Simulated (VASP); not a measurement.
Runs of VASP 6.6.1 on Li2O. The structure is that of space group Fm-3m (No. 225), or close to it. The cells are those of the table. 

| task | cell | k mesh | smearing | gap on the mesh (eV) | pressure (GPa) |
| --- | --- | --- | --- | --- | --- |
| single point | a = 3.188 Å, angles 60.0, 60.0, 90.0°, 3 atoms | 8 × 8 × 8 | gaussian 0.01 eV | 5.82 | (c) |
| relaxation of cell and atoms | relaxed to 4 GPa from a = 3.234 Å, angles 60.0, 60.0, 90.0°, 3 atoms | 8 × 8 × 8 | gaussian 0.01 eV | (d) | 4.0 |
| single point | a = 3.260 Å, angles 60.0, 60.0, 90.0°, 3 atoms | 8 × 8 × 8 | gaussian 0.01 eV | 5.68 | (b) |
| relaxation of cell and atoms | relaxed to 10 GPa from a = 3.234 Å, angles 60.0, 60.0, 90.0°, 3 atoms | 8 × 8 × 8 | gaussian 0.01 eV | 5.90 | 10.0 |
| relaxation of cell and atoms | relaxed to 15 GPa from a = 3.234 Å, angles 60.0, 60.0, 90.0°, 3 atoms | 8 × 8 × 8 | gaussian 0.01 eV | 5.98 | 15.0 |
| single point | a = 3.159 Å, angles 60.0, 60.0, 90.0°, 3 atoms | 8 × 8 × 8 | gaussian 0.01 eV | 5.87 | 7.9 |
| single point | a = 3.234 Å, angles 60.0, 60.0, 90.0°, 3 atoms | 12 × 12 × 12 | fermi-dirac 0.08 eV | 5.73 | 0.2 |
| relaxation of cell and atoms | relaxed to 7 GPa from a = 3.234 Å, angles 60.0, 60.0, 90.0°, 3 atoms | 8 × 8 × 8 | gaussian 0.01 eV | 5.86 | 7.0 |
| single point | a = 3.209 Å, angles 60.0, 60.0, 90.0°, 3 atoms | 8 × 8 × 8 | gaussian 0.01 eV | 5.78 | (a) |
| single point | a = 3.234 Å, angles 60.0, 60.0, 90.0°, 3 atoms | 8 × 8 × 8 | gaussian 0.01 eV | 5.73 | 0.2 |

Alike in all rows: level r2SCAN; potentials or basis VASP PAW PBE potentials, release 64 (Li_sv, O); no spin polarisation; cutoff (eV) 830.

Estimate the missing entries.

(a) 2.5; (b) -2.0; (c) 4.6; (d) 5.80.

Caveats: the PAW data sets were made with another functional, which shifts forces and pressure a little; the cell is relaxed towards a set pressure, so the run minimises the enthalpy, not the energy (at least some runs); the cell stands under pressure (at least some runs).

A k mesh can miss the band edges.
